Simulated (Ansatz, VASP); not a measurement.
# Two plane-wave programs on Li

The input INCAR:

```
SYSTEM = Li
  PREC = Accurate
  ENCUT = 520
  EDIFF = 1E-6
  ISMEAR = 0
  SIGMA = 0.1
  LREAL = .FALSE.
  LASPH = .TRUE.
  NELM = 100
  ALGO = Normal
  ISIF = 2
  LWAVE = .FALSE.
  LCHARG = .FALSE.
  GGA = PS
  NBANDS = 14
```

Contents of KPOINTS:

```
regular mesh
0
G
  10 10 10
  0 0 0
```

POSCAR

```
Li
1.0
    4.4544848777      0.0000000000      0.0000000000
    0.0000000000      4.4544848777      0.0000000000
    0.0000000000      0.0000000000      4.4544848777
Li
4
Direct
    0.9069710757      0.0930289243      0.5930289243
    0.4069710757      0.4069710757      0.4069710757
    0.0930289243      0.5930289243      0.9069710757
    0.5930289243      0.9069710757      0.0930289243
```

Input for Ansatz:

```yaml
crystal:
  lattice:
    - [4.4544848777, 0.0, 0.0]
    - [0.0, 4.4544848777, 0.0]
    - [0.0, 0.0, 4.4544848777]
  atoms:
    - { symbol: Li, position: [0.9069710757, 0.0930289243, 0.5930289243] }
    - { symbol: Li, position: [0.4069710757, 0.4069710757, 0.4069710757] }
    - { symbol: Li, position: [0.0930289243, 0.5930289243, 0.9069710757] }
    - { symbol: Li, position: [0.5930289243, 0.9069710757, 0.0930289243] }
basis:
  ecutwfc: 420
kpoints:
  mp_grid: { grid: [10, 10, 10] }
hamiltonian:
  xc: pbesol
scf:
  occupations: { method: gaussian, width: 0.1 }
output:
  forces: true
  stress: true
  eigenvalues: true
  write_density: true
  write_potential: true
  elf: true
  volumetric_format: npy
```

Alike in both runs: task single point; functional PBEsol; k mesh 10 × 10 × 10; occupations gaussian, width 0.1 eV; no spin polarisation.

```csv
,VASP,Ansatz
version,VASP 6.6.1,Ansatz 0.2.0
potentials or method,"VASP PAW PBE potentials, release 64 (Li_sv), cutoff 520 eV","scalar-relativistic, plane waves, PAW"
valence electrons in the cell,12,12
```

```tsv
	VASP	Ansatz	Ansatz less VASP
gap on the k mesh at the Fermi level (eV)	none	none	-
rms of the force components (eV/Å)	0.180	0.180	-0.0002
```

VASP's potentials were made for PBE, not for PBEsol. Atom by atom the forces differ by 0.000 eV/Å (rms over components). A gap of «none» marks a metal or a gap that the smearing closes.

Noted on VASP's run: the cutoff is short for stress, so the pressure is rough.
